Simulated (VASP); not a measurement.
Write the native input for VASP 6.6.1 that does the following.

```yaml
Task: single point
Functional: PBEsol
Potentials_or_basis: VASP PAW PBE potentials, release 64 (Ge_d)
Cutoff: 520 eV
k_mesh: 3 × 3 × 3
Occupations: fermi-dirac, width 0.05 eV
Spin: no spin polarisation
Dipole_correction: no
Further_INCAR_settings: ALGO = Normal; EDIFF = 1e-06; NBANDS = 96
```

The structure of Ge lies in POSCAR:

```
Ge
1.0
    5.9045867483      0.0000000000      0.0000000000
    0.0000000000      5.9045867483      0.0000000000
    0.0000000000      0.0000000000      6.9951377711
Ge
12
Direct
    0.0897519892      0.0897519892      0.0000000000
    0.4102480108      0.5897519892      0.7500000000
    0.9102480108      0.9102480108      0.5000000000
    0.5897519892      0.4102480108      0.2500000000
    0.1723562989      0.3707602286      0.2596552106
    0.1292397714      0.6723562989      0.0096552106
    0.8276437011      0.6292397714      0.7596552106
    0.8707602286      0.3276437011      0.5096552106
    0.6723562989      0.1292397714      0.9903447894
    0.6292397714      0.8276437011      0.2403447894
    0.3276437011      0.8707602286      0.4903447894
    0.3707602286      0.1723562989      0.7403447894
```

One way to write it, as run:

INCAR

```
PREC     = Accurate       # precision mode
ENCUT    = 520            # plane-wave cutoff, eV
EDIFF    = 1E-6           # SCF threshold, eV
ISMEAR   = -1             # smearing method
SIGMA    = 0.05           # smearing width, eV
LREAL    = F              # projectors in reciprocal space
LASPH    = T              # aspherical terms in the spheres
NELM     = 80             # most SCF steps
ALGO     = Normal         # electronic algorithm
ISIF     = 2              # what is computed and relaxed
LWAVE    = F              # write WAVECAR
LCHARG   = T              # write CHGCAR
GGA      = PS             # functional
LELF     = T              # ELF
LVHAR    = T            
NBANDS   = 96             # bands
```

KPOINTS

```
Automatic mesh
0
Gamma
  3 3 3
```

Potentials or basis: VASP PAW PBE potentials, release 64 (Ge_d).

The run is started by

```bash
$ cat potpaw_PBE.64/Ge_d/POTCAR > POTCAR
$ mpirun -np 1 vasp_std > vasp.out
```

Results of the run:

| Property | Result |
| --- | --- |
| Pressure | 0.0 GPa |
| Largest force | 0.006 eV/Å |
| Band gap on the k mesh | 0.48 eV |

Caveat: the PAW data sets were made with another functional, which shifts forces and pressure a little; an odd mesh through Γ misses points on the zone boundary, where band edges can lie.

Run time: 2.4 min on 1 thread of Intel(R) Xeon(R) Platinum 8488C (Sapphire Rapids), with other jobs on the host, peak memory 0.37 GiB.
